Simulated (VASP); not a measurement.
# SiGe4 (P-3m1) in VASP: single point with PBE

Aim: the single point of SiGe4 with PBE.

All numbers are computed with VASP 6.6.1; they aren't measurements. Logs are shortened: lines on timing, memory, paths and dates and some standing lists are left out, and cuts for length are marked.

### Step 1. The cell of the first run

Symmetry: P-3m1, No. 164, trigonal system. The conventional cell has a = 3.850 Å, b = 3.850 Å, c = 8.387 Å, α = 90.00°, β = 90.00°, γ = 120.00°. Si (site symmetry -3m) has 8 Ge at 2.72 to 2.88 Å within 3.6 Å. Ge (site symmetry 3m) has 3 Ge at 2.58 Å and 3 Si at 2.72 Å within 3.4 Å. Within 3.4 Å of Ge (site symmetry 3m) lie 4 Ge at 2.58 to 2.63 Å and 1 Si at 2.88 Å.

The cell was generated, and may not be a known phase.

### Step 2. Single point, PBE

The input, INCAR:

```
ALGO = Normal
EDIFF = 1E-6
ENCUT = 520
GGA = PE
ISIF = 2
ISMEAR = 0
LASPH = True
LCHARG = False
LREAL = False
LWAVE = False
NBANDS = 38
NELM = 80
PREC = Accurate
SIGMA = 0.1
```

The input, KPOINTS:

```
k-points
0
Gamma
  12 12 6
```

The input, POSCAR:

```
SiGe4
1.0
    3.8503470668      0.0000000000      0.0000000000
   -1.9251735334      3.3344983732      0.0000000000
    0.0000000000      0.0000000000      8.3871868628
Si Ge
1 4
Direct
    0.0000000000      0.0000000000      0.0000000000
    0.3333333333      0.6666666667      0.8134121085
    0.6666666667      0.3333333333      0.1865878915
    0.0000000000      0.0000000000      0.6568049371
    0.0000000000      0.0000000000      0.3431950629
```

Potentials or basis: VASP PAW PBE potentials, release 64 (Si, Ge_d).

The run is started by

```sh
$ cat potpaw_PBE.64/Si/POTCAR potpaw_PBE.64/Ge_d/POTCAR > POTCAR
$ mpirun -np 1 vasp_std > vasp.out
```

OUTCAR:

```text
EDIFF = 1E-6
   ENCUT = 520
   GGA = PE
   ISIF = 2
   ISMEAR = 0
   LASPH = True
   LREAL = False
   NELM = 80
   PREC = Accurate

 ion  position               nearest neighbor table
   1  0.000  0.000  0.000-   2 2.72   3 2.72   2 2.72   3 2.72   3 2.72   2 2.72   4 2.88   5 2.88

   2  0.333  0.667  0.813-   4 2.58   4 2.58   4 2.58   1 2.72   1 2.72   1 2.72
   3  0.667  0.333  0.187-   5 2.58   5 2.58   5 2.58   1 2.72   1 2.72   1 2.72
   4  0.000  0.000  0.657-   2 2.58   2 2.58   2 2.58   5 2.63   1 2.88
   5  0.000  0.000  0.343-   3 2.58   3 2.58   3 2.58   4 2.63   1 2.88

  LATTYP: Found a hexagonal cell.
 ALAT       =     3.8503470668
 C/A-ratio  =     2.1782937271

  Lattice vectors:

 A1 = (   3.8503470668,   0.0000000000,   0.0000000000)
 A2 = (  -1.9251735334,   3.3344983732,   0.0000000000)
 A3 = (   0.0000000000,   0.0000000000,   8.3871868628)

Analysis of symmetry for initial positions (statically):
=====================================================================
 Subroutine PRICEL returns:
 Original cell was already a primitive cell.

 Routine SETGRP: Setting up the symmetry group for a
 hexagonal supercell.

 Subroutine GETGRP returns: Found 12 space group operations
 (whereof 12 operations were pure point group operations)
 out of a pool of 24 trial point group operations.

The static configuration has the point symmetry D_3d.

Analysis of symmetry for dynamics (positions and initial velocities):
=====================================================================
 Subroutine PRICEL returns:
 Original cell was already a primitive cell.

 Routine SETGRP: Setting up the symmetry group for a
 hexagonal supercell.

 Subroutine GETGRP returns: Found 12 space group operations
 (whereof 12 operations were pure point group operations)
 out of a pool of 24 trial point group operations.

The dynamic configuration has the point symmetry D_3d.

 Subroutine INISYM returns: Found 12 space group operations
 (whereof 12 operations are pure point group operations),
 and found     1 'primitive' translations

----------------------------------------------------------------------------------------

                                     Primitive cell

  volume of cell :     107.6829

  direct lattice vectors                    reciprocal lattice vectors
     3.850347067  0.000000000  0.000000000     0.259716847  0.149947592  0.000000000
    -1.925173533  3.334498373  0.000000000     0.000000000  0.299895183  0.000000000
     0.000000000  0.000000000  8.387186863     0.000000000  0.000000000  0.119229489

[... 86 lines left out ...]
   LASPH  =      T    aspherical Exc in radial PAW
   ENCUT  =  520.0 eV  38.22 Ry    6.18 a.u.   7.16  7.16 15.59*2*pi/ulx,y,z
   NELM   =     80;   NELMIN=  2; NELMDL= -5     # of ELM steps
   EDIFF  = 0.1E-05   stopping-criterion for ELM
   LREAL  =      F    real-space projection
[... 7 lines left out ...]
   TEBEG  =    0.0;   TEEND  =   0.0 temperature during run
   PSTRESS=    0.0 pullay stress
   NELECT =      60.0000    total number of electrons
   NUPDOWN=      -1.0000    fix difference up-down
   EMIN   =  10.00;   EMAX   =-10.00  energy-range for DOS
   EFERMI =   0.00;   METHOD = LEGACY
   ISMEAR =     0;   SIGMA  =   0.10  broadening in eV -4-tet -1-fermi 0-gaus
   EFERMI_NEDOS =   21; number of points for ismear=-14 and -15
   IALGO  =     38    algorithm
   IMIX   =      4    mixing-type and parameters
     AMIX     =   0.40;   BMIX     =  1.00
     AMIX_MAG =   1.60;   BMIX_MAG =  1.00
  volume/ion in A,a.u.               =      21.54       145.34
  Fermi-wavevector in a.u.,A,eV,Ry     =   1.347131  2.545708 24.691318  1.814761
  Thomas-Fermi vector in A             =   2.474906
   LORBIT       =      0    0 simple, 1 ext, 2 COOP (PROOUT), +10 PAW based schemes
   GGA     = PE    functional components
   LHFCALC =     F    Hartree Fock is set to
   AEXX    =    0.0000 exact exchange contribution
   IVDW    =     0    specifies the selected vdW correction
   LEPSILON=     F    determine dielectric tensor
   LRPA    =     F    only Hartree local field effects (RPA)
 non-spin polarized calculation
 Gauss-broadening in eV      SIGMA  =   0.10
  energy-cutoff  :      520.00
  volume of cell :      107.68
 maximum number of plane-waves:      2931
 NGX is ok and might be reduce to    30
   NGX = 15   NGY = 15   NGZ = 31

 number of electron      59.9999995 magnetization

 Free energy of the ion-electron system (eV)
  ---------------------------------------------------
  ext. energy  EPLUGINS =         0.00000000
  ---------------------------------------------------
  free energy    TOTEN  =       -21.90961036 eV

  energy without entropy =      -21.90046929  energy(sigma->0) =      -21.90503983

 E-fermi :   5.3922     XC(G=0): -10.1298

 val. band max:        5.3876479414   @ k =   0.3333   0.0000   0.0000
 cond. band min:       5.3968826072   @ k =   0.2500   0.2500   0.1667
 fundamental gap:      0.0092346657
 Fermi energy:         5.3921783591

 k-point     1 :       0.0000    0.0000    0.0000
  band No.  band energies     occupation
      1     -19.3492      2.00000
      2     -19.3492      2.00000
      3     -19.3471      2.00000
      4     -19.3301      2.00000
      5     -19.3301      2.00000
      6     -19.2802      2.00000
[... 973 lines left out ...]
     37       9.8728      0.00000
     38      10.1009      0.00000

 [... further k-points ...]

------------------------ aborting loop because EDIFF is reached ----------------------------------------

  FORCE on cell =-STRESS in cart. coord.  units (eV):
  Direction    XX          YY          ZZ          XY          YZ          ZX
  --------------------------------------------------------------------------------------
  -------------------------------------------------------------------------------------
  Total       -0.0476988     -0.0476988     -0.0407054      0.0000000      0.0000000      0.0000000
  in kB       -0.7096944     -0.7096944     -0.6056425      0.0000000      0.0000000      0.0000000
  external PRESSURE =      -0.6750104 kB  Pullay stress =       0.0000000 kB

 VOLUME and BASIS-vectors are now :
 -----------------------------------------------------------------------------
  energy-cutoff  :      520.00
  volume of cell :      107.68
      direct lattice vectors                 reciprocal lattice vectors
     3.850347067  0.000000000  0.000000000     0.259716847  0.149947592  0.000000000
    -1.925173533  3.334498373  0.000000000     0.000000000  0.299895183  0.000000000
     0.000000000  0.000000000  8.387186863     0.000000000  0.000000000  0.119229489

 POSITION                                       TOTAL-FORCE (eV/Angst)
 -----------------------------------------------------------------------------------
      0.00000      0.00000      0.00000        -0.000000      0.000000      0.000000
     -0.00000      2.22300      6.82224        -0.000000      0.000000      0.002657
      1.92517      1.11150      1.56495         0.000000      0.000000     -0.002657
      0.00000      0.00000      5.50875         0.000000      0.000000     -0.000662
      0.00000      0.00000      2.87844        -0.000000      0.000000      0.000662
 -----------------------------------------------------------------------------------
    total drift:                                0.000000      0.000000      0.000000

  FREE ENERGIE OF THE ION-ELECTRON SYSTEM (eV)
  ---------------------------------------------------
  free  energy   TOTEN  =       -21.9096103637 eV

  energy  without entropy=      -21.9004692912  energy(sigma->0) =      -21.90503983
```

stdout:

```text
POSCAR found type information on POSCAR SiGe
 POSCAR found :  2 types and       5 ions
 scaLAPACK will be used
 LDA part: xc-table for (Slater+PW92), standard interpolation
 POSCAR, INCAR and KPOINTS ok, starting setup
 FFT: planning ... GRIDC
 FFT: planning ... GRID_SOFT
 FFT: planning ... GRID
 WAVECAR not read
 entering main loop
```

Wall time 13 min (1 thread of Intel Xeon 8259CL, shared host); peak memory 0.44 GiB.

What came out:

```yaml
Free_energy: -21.9096 eV
Pressure: -0.1 GPa
Band_gap_on_the_k_mesh: zero (bands 30 and 31 overlap by 2.26 eV)
```

Forces in eV/Å, atoms in the order of the input:
```
Si   0.000  0.000  0.000
Ge   0.000  0.000  0.003
Ge   0.000  0.000 -0.003
Ge   0.000  0.000 -0.001
Ge   0.000  0.000  0.001
```

Levels at points of the mesh, in eV from the Fermi level:
```csv
k point,band 27,band 28,band 29,band 30,band 31,band 32,band 33,band 34
"(0.00, 0.00, 0.00)",-0.76,0.14,0.17,0.17,0.83,2.21,2.21,3.33
"(0.50, 0.00, 0.00)",-2.73,-1.64,-1.49,-1.25,-1.04,0.62,0.91,1.66
"(0.00, 0.00, 0.50)",-0.59,-0.14,-0.14,0.10,0.81,2.42,2.58,2.58
"(0.50, 0.00, 0.50)",-3.31,-2.58,-2.09,-1.69,1.22,1.24,1.85,2.77
```
